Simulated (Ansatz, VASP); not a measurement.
## One calculation of Zr, two programs

INCAR

```
SYSTEM = Zr
ALGO = Normal ; EDIFF = 1E-6
ENCUT = 520 ; GGA = PS
ISIF = 2 ; ISMEAR = -1
LASPH = .True. ; LCHARG = .True.
LELF = .True. ; LREAL = .False.
LVHAR = .True. ; LWAVE = .False.
NBANDS = 19 ; NELM = 80
PREC = Accurate ; SIGMA = 0.08
```

Contents of KPOINTS:

```
k-points
0
Gamma
  13 13 7
  0 0 0
```

File POSCAR:

```
Zr
1.0
    3.2427358370      0.0000000000      0.0000000000
   -1.6213679184      2.8082916125      0.0000000000
    0.0000000000      0.0000000000      5.1640997934
Zr
2
Direct
    0.3333333333      0.6666666667      0.2500000000
    0.6666666667      0.3333333333      0.7500000000
```

Input for Ansatz:

```yaml
crystal:
  lattice:
    - [3.242735837, 0.0, 0.0]
    - [-1.6213679184, 2.8082916125, 0.0]
    - [0.0, 0.0, 5.1640997934]
  atoms:
    - { symbol: Zr, position: [0.3333333333, 0.6666666667, 0.25] }
    - { symbol: Zr, position: [0.6666666667, 0.3333333333, 0.75] }
kpoints:
  mp_grid: { grid: [13, 13, 7] }
  band_path:
    path:
      - [0.0, 0.0, 0.0]
      - [0.5, 0.0, 0.0]
      - [0.3333333333, 0.3333333333, 0.0]
      - [0.0, 0.0, 0.0]
      - [0.0, 0.0, 0.5]
      - [0.5, 0.0, 0.5]
      - [0.3333333333, 0.3333333333, 0.5]
      - [0.0, 0.0, 0.5]
      - [0.5, 0.0, 0.5]
    npoints: 5
scf:
  occupations: { method: fermi_dirac, width: 0.08 }
hamiltonian:
  xc: pbesol
  pseudopotentials: { kind: all_electron, lapw: { basis_error: 0.001 } }
output:
  forces: true
  stress: true
  eigenvalues: true
```

Change from the starting cell: volume scaled by 1.01.

Alike in both runs: task single point; functional PBEsol; k mesh 13 × 13 × 7; occupations fermi-dirac, width 0.08 eV; no spin polarisation.

|  | VASP | Ansatz |
| --- | --- | --- |
| version | VASP 6.6.1 | Ansatz 0.2.0 |
| potentials or method | VASP PAW PBE potentials, release 64 (Zr_sv), cutoff 520 eV | all-electron LAPW, scalar-relativistic |

|  | VASP | Ansatz | Ansatz less VASP |
| --- | --- | --- | --- |
| pressure (GPa) | -4.1 | -4.1 | -0.03 |
| traceless stress, the component that is largest in VASP (GPa) | 0.38 | 0.38 | -0.002 |

VASP's potentials were made for PBE, not for PBEsol. Ansatz ran all-electron here, and VASP with PAW potentials.
